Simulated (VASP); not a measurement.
# Fe (P6_3/mmc) in VASP: notebook

Fe is run at these levels: PBEsol; tasks: single point.

Everything below comes from runs of VASP 6.6.1. Logs are shortened: lines on timing, memory, paths and dates and some standing lists are left out, and cuts for length are marked.

**1. The cell of the first run**

It takes space group P6_3/mmc (No. 194, hexagonal). Conventional cell: a = 2.434 Å, b = 2.434 Å, c = 3.842 Å, α = 90.00°, β = 90.00°, γ = 120.00°. Within 3.1 Å of Fe (site symmetry -6m2) lie 12 Fe at 2.38 to 2.43 Å.

**2. Single point, PBEsol, collinear spin, ferromagnetic start**

Contents of INCAR:

```
SYSTEM = Fe
ALGO = Normal
EDIFF = 1E-6
ENCUT = 520
GGA = PS
ISIF = 2
ISMEAR = -1
ISPIN = 2
LASPH = .True.
LCHARG = .False.
LMAXMIX = 4
LORBIT = 11
LREAL = .False.
LWAVE = .False.
MAGMOM = 3 3
NBANDS = 19
NELM = 150
PREC = Accurate
SIGMA = 0.05
```

Contents of KPOINTS:

```
k-points
0
Gamma
  12 12 7
  0 0 0
```

Contents of POSCAR:

```
Fe
1.0
    2.4341575853      0.0000000000      0.0000000000
   -1.2170787927      2.1080423057      0.0000000000
    0.0000000000      0.0000000000      3.8419344700
Fe
2
Direct
    0.6666666667      0.3333333333      0.7500000000
    0.3333333333      0.6666666667      0.2500000000
```

Potentials or basis: VASP PAW PBE potentials, release 64 (Fe).

Launch:

```bash
$ cat potpaw_PBE.64/Fe/POTCAR > POTCAR
$ mpirun -np 1 vasp_std > vasp.out
```

OUTCAR:

```text
SYSTEM = Fe
   EDIFF = 1E-6
   ENCUT = 520
   GGA = PS
   ISIF = 2
   ISMEAR = -1
   ISPIN = 2
   LASPH = .True.
   LORBIT = 11
   LREAL = .False.
   NELM = 150
   PREC = Accurate

 ion  position               nearest neighbor table
   1  0.667  0.333  0.750-   2 2.38   2 2.38   2 2.38   2 2.38   2 2.38   2 2.38
   2  0.333  0.667  0.250-   1 2.38   1 2.38   1 2.38   1 2.38   1 2.38   1 2.38

  LATTYP: Found a hexagonal cell.
 ALAT       =     2.4341575853
 C/A-ratio  =     1.5783425417

  Lattice vectors:

 A1 = (   2.4341575853,   0.0000000000,   0.0000000000)
 A2 = (  -1.2170787927,   2.1080423057,   0.0000000000)
 A3 = (   0.0000000000,   0.0000000000,   3.8419344700)

Analysis of symmetry for initial positions (statically):
=====================================================================
 Subroutine PRICEL returns:
 Original cell was already a primitive cell.

 Routine SETGRP: Setting up the symmetry group for a
 hexagonal supercell.

 Subroutine GETGRP returns: Found 24 space group operations
 (whereof 12 operations were pure point group operations)
 out of a pool of 24 trial point group operations.

The static configuration has the point symmetry D_3d.
 The point group associated with its full space group is D_6h.

Analysis of symmetry for dynamics (positions and initial velocities):
=====================================================================
 Subroutine PRICEL returns:
 Original cell was already a primitive cell.

 Routine SETGRP: Setting up the symmetry group for a
 hexagonal supercell.

 Subroutine GETGRP returns: Found 24 space group operations
 (whereof 12 operations were pure point group operations)
 out of a pool of 24 trial point group operations.

The dynamic configuration has the point symmetry D_3d.
 The point group associated with its full space group is D_6h.

Analysis of structural, dynamic, and magnetic symmetry:
=====================================================================
 Subroutine PRICEL returns:
 Original cell was already a primitive cell.

 Routine SETGRP: Setting up the symmetry group for a
 hexagonal supercell.

 Subroutine GETGRP returns: Found 24 space group operations
 (whereof 12 operations were pure point group operations)
 out of a pool of 24 trial point group operations.

The overall configuration has the point symmetry D_3d.
 The point group associated with its full space group is D_6h.

 Subroutine INISYM returns: Found 24 space group operations
 (whereof 12 operations are pure point group operations),
 and found     1 'primitive' translations

----------------------------------------------------------------------------------------

                                     Primitive cell

  volume of cell :      19.7141

  direct lattice vectors                    reciprocal lattice vectors
     2.434157585  0.000000000  0.000000000     0.410819746  0.237186891  0.000000000
    -1.217078793  2.108042306  0.000000000     0.000000000  0.474373781  0.000000000
     0.000000000  0.000000000  3.841934470     0.000000000  0.000000000  0.260285543

  length of vectors
     2.434157585  2.434157585  3.841934470     0.474373781  0.474373781  0.260285543

  position of ions in fractional coordinates (direct lattice)
     0.666666667  0.333333333  0.750000000
     0.333333333  0.666666667  0.250000000

  ion indices of the primitive-cell ions
   primitive index   ion index
                 1           1
                 2           2

----------------------------------------------------------------------------------------

 KPOINTS: k-points

Automatic generation of k-mesh.
 Grid dimensions read from file:
 generate k-points for:   12   12    7

 Generating k-lattice:

  Cartesian coordinates                     Fractional coordinates (reciprocal lattice)
     0.034234979  0.019765574  0.000000000     0.083333333 -0.000000000  0.000000000
     0.000000000  0.039531148  0.000000000     0.000000000  0.083333333  0.000000000
     0.000000000  0.000000000  0.037183649     0.000000000  0.000000000  0.142857143

  Length of vectors
     0.039531148  0.039531148  0.037183649

  Shift w.r.t. Gamma in fractional coordinates (k-lattice)
     0.000000000  0.000000000  0.000000000

 Subroutine IBZKPT returns following result:
 ===========================================

 Found     76 irreducible k-points:

 Following reciprocal coordinates:
            Coordinates               Weight
  0.000000  0.000000  0.000000      1.000000
  0.083333  0.000000  0.000000      6.000000
  0.166667  0.000000  0.000000      6.000000
  0.250000  0.000000  0.000000      6.000000
  0.333333  0.000000  0.000000      6.000000
  0.416667  0.000000  0.000000      6.000000
[... 16 lines left out ...]
  0.250000  0.000000  0.142857     12.000000
  0.333333  0.000000  0.142857     12.000000
 [... further k-points ...]
   k-points           NKPTS =     76   k-points in BZ     NKDIM =     76   number of bands    NBANDS=     19
   number of dos      NEDOS =    301   number of ions     NIONS =      2
   total plane-waves  NPLWV =   9720
   dimension x,y,z NGX =    18 NGY =   18 NGZ =   30
   dimension x,y,z NGXF=    36 NGYF=   36 NGZF=   60
   ions per type =               2
   NGX,Y,Z   is equivalent  to a cutoff of  12.29, 12.29, 12.98 a.u.
   NGXF,Y,Z  is equivalent  to a cutoff of  24.59, 24.59, 25.96 a.u.
 SYSTEM =  Fe
   PREC   = accura    normal or accurate (medium, high low for compatibility)
   ISTART =      0    job   : 0-new  1-cont  2-samecut
   ICHARG =      2    charge: 1-file 2-atom 10-const
   ISPIN  =      2    spin polarized calculation?
   LNONCOLLINEAR =      F non collinear calculations
   LSORBIT =      F    spin-orbit coupling
   LASPH  =      T    aspherical Exc in radial PAW
   ENCUT  =  520.0 eV  38.22 Ry    6.18 a.u.   4.53  4.53  7.14*2*pi/ulx,y,z
   NELM   =    150;   NELMIN=  2; NELMDL= -5     # of ELM steps
   EDIFF  = 0.1E-05   stopping-criterion for ELM
   LREAL  =      F    real-space projection
   EDIFFG = 0.1E-04   stopping-criterion for IOM
   NSW    =      0    number of steps for IOM
   IBRION =     -1    ionic relax: 0-MD 1-quasi-New 2-CG
   NFREE  =      0    steps in history (QN), initial steepest desc. (CG)
   ISIF   =      2    stress and relaxation
   ISYM   =      2    0-nonsym 1-usesym 2-fastsym
   POTIM  = 0.5000    time-step for ionic-motion
   TEBEG  =    0.0;   TEEND  =   0.0 temperature during run
   PSTRESS=    0.0 pullay stress
   NELECT =      16.0000    total number of electrons
   NUPDOWN=      -1.0000    fix difference up-down
   EMIN   =  10.00;   EMAX   =-10.00  energy-range for DOS
   EFERMI =   0.00;   METHOD = LEGACY
   ISMEAR =    -1;   SIGMA  =   0.05  broadening in eV -4-tet -1-fermi 0-gaus
   EFERMI_NEDOS =   21; number of points for ismear=-14 and -15
   IALGO  =     38    algorithm
   IMIX   =      4    mixing-type and parameters
     AMIX     =   0.40;   BMIX     =  1.00
     AMIX_MAG =   1.60;   BMIX_MAG =  1.00
  volume/ion in A,a.u.               =       9.86        66.52
  Fermi-wavevector in a.u.,A,eV,Ry     =   1.527058  2.885721 31.727505  2.331906
  Thomas-Fermi vector in A             =   2.635006
   LORBIT       =     11    0 simple, 1 ext, 2 COOP (PROOUT), +10 PAW based schemes
   GGA     = PS    functional components
   LHFCALC =     F    Hartree Fock is set to
   AEXX    =    0.0000 exact exchange contribution
   IVDW    =     0    specifies the selected vdW correction
   LEPSILON=     F    determine dielectric tensor
   LRPA    =     F    only Hartree local field effects (RPA)
 spin polarized calculation
  energy-cutoff  :      520.00
  volume of cell :       19.71
 maximum number of plane-waves:       549
   NGX =  9   NGY =  9   NGZ = 15

 number of electron      16.0000009 magnetization      -0.0014642

 number of electron      16.0000009 magnetization       0.0009002

 Free energy of the ion-electron system (eV)
  ---------------------------------------------------
  ext. energy  EPLUGINS =         0.00000000
  ---------------------------------------------------
  free energy    TOTEN  =       -17.88296631 eV

  energy without entropy =      -17.86352436  energy(sigma->0) =      -17.87324534

 E-fermi :   7.1516     XC(G=0): -14.1474

 val. band max:        7.1326878585   @ k =   0.3333   0.3333   0.2857
 cond. band min:       7.1552823223   @ k =   0.3333   0.2500   0.2857
 fundamental gap:      0.0225944638
 Fermi energy:         7.1516224188

 spin component 1

 k-point     1 :       0.0000    0.0000    0.0000
  band No.  band energies     occupation
      1      -2.0272      1.00000
      2       1.9663      1.00000
      3       5.3863      1.00000
      4       5.3863      1.00000
      5       5.5349      1.00000
      6       5.8822      1.00000
[... 11 lines left out ...]
     18      33.9882      0.00000
     19      34.7428      0.00000
[... 485 lines left out ...]
 k-point    24 :       0.3333    0.0000    0.1429
  band No.  band energies     occupation
      1       1.4013      1.00000
      2       2.8822      1.00000
      3       3.3678      1.00000
      4       4.3098      1.00000
      5       5.4045      1.00000
      6       5.4651      1.00000
[... 11 lines left out ...]
     18      31.3914      0.00000
     19      33.0444      0.00000

 [... further k-points ...]

 spin component 2

 k-point     1 :       0.0000    0.0000    0.0000
  band No.  band energies     occupation
      1      -2.0273      1.00000
      2       1.9660      1.00000
      3       5.3863      1.00000
      4       5.3863      1.00000
      5       5.5346      1.00000
      6       5.8822      1.00000
[... 11 lines left out ...]
     18      33.9876      0.00000
     19      34.7427      0.00000
[... 485 lines left out ...]
 k-point    24 :       0.3333    0.0000    0.1429
  band No.  band energies     occupation
      1       1.4012      1.00000
      2       2.8821      1.00000
      3       3.3680      1.00000
      4       4.3097      1.00000
      5       5.4048      1.00000
      6       5.4650      1.00000
[... 11 lines left out ...]
     18      31.3910      0.00000
     19      33.0444      0.00000

 [... further k-points ...]
[... 5 lines left out ...]
  --------------------------------------------------------------------------------------
  -------------------------------------------------------------------------------------
  Total       -0.2958195     -0.2958195     -0.0999520      0.0000000     -0.0000000      0.0000000
  in kB      -24.0413791    -24.0413791     -8.1231440      0.0000000     -0.0000000      0.0000000
  external PRESSURE =     -18.7353008 kB  Pullay stress =       0.0000000 kB

 VOLUME and BASIS-vectors are now :
 -----------------------------------------------------------------------------
  energy-cutoff  :      520.00
  volume of cell :       19.71
      direct lattice vectors                 reciprocal lattice vectors
     2.434157585  0.000000000  0.000000000     0.410819746  0.237186891  0.000000000
    -1.217078793  2.108042306  0.000000000     0.000000000  0.474373781  0.000000000
     0.000000000  0.000000000  3.841934470     0.000000000  0.000000000  0.260285543

 POSITION                                       TOTAL-FORCE (eV/Angst)
 -----------------------------------------------------------------------------------
      1.21708      0.70268      2.88145        -0.000000      0.000000      0.000000
     -0.00000      1.40536      0.96048         0.000000     -0.000000      0.000000
 -----------------------------------------------------------------------------------
    total drift:                                0.000000     -0.000000     -0.000000

  FREE ENERGIE OF THE ION-ELECTRON SYSTEM (eV)
  ---------------------------------------------------
  free  energy   TOTEN  =       -17.8829663106 eV

  energy  without entropy=      -17.8635243600  energy(sigma->0) =      -17.87324534

 total charge

# of ion       s       p       d       tot
------------------------------------------
    1        0.555   0.675   6.374   7.605
    2        0.555   0.675   6.374   7.605
--------------------------------------------------
tot          1.111   1.350  12.748  15.209

 magnetization (x)

# of ion       s       p       d       tot
------------------------------------------
    1       -0.000  -0.000   0.000   0.000
    2       -0.000  -0.000   0.000   0.000
--------------------------------------------------
tot         -0.000  -0.000   0.000   0.000
```

Run time: 43 s. Hardware: 1 thread of AMD EPYC 7R13 (Zen 3), shared host; peak memory 0.13 GiB.

What came out:

```
Free energy                                           : -17.8830 eV
Pressure                                              : -1.9 GPa
Band gap on the k mesh                                : zero (filled and empty bands overlap)
Net moment                                            : 0.00 μB per cell
Valence electrons inside the program's atomic spheres : Fe 7.61
```

Levels at points of the mesh, in eV from the Fermi level:
Spin up:
```csv
k point,band 4,band 5,band 6,band 7,band 8,band 9,band 10,band 11,band 12,band 13
"(0.00, 0.00, 0.00)",-1.77,-1.62,-1.27,-1.27,-0.92,-0.92,0.52,0.73,0.73,9.09
"(0.50, 0.00, 0.00)",-2.17,-2.09,-1.61,-1.14,0.83,1.08,1.12,2.76,4.97,11.54
```
Spin down:
```csv
k point,band 4,band 5,band 6,band 7,band 8,band 9,band 10,band 11,band 12,band 13
"(0.00, 0.00, 0.00)",-1.77,-1.62,-1.27,-1.27,-0.92,-0.92,0.52,0.73,0.73,9.09
"(0.50, 0.00, 0.00)",-2.17,-2.09,-1.61,-1.14,0.83,1.08,1.12,2.76,4.97,11.54
```

Caveat: the starting moments collapsed, and a magnetic state may lie lower; the PAW data sets were made with another functional, which shifts forces and pressure a little.

(Continued in part 2 of 3.)
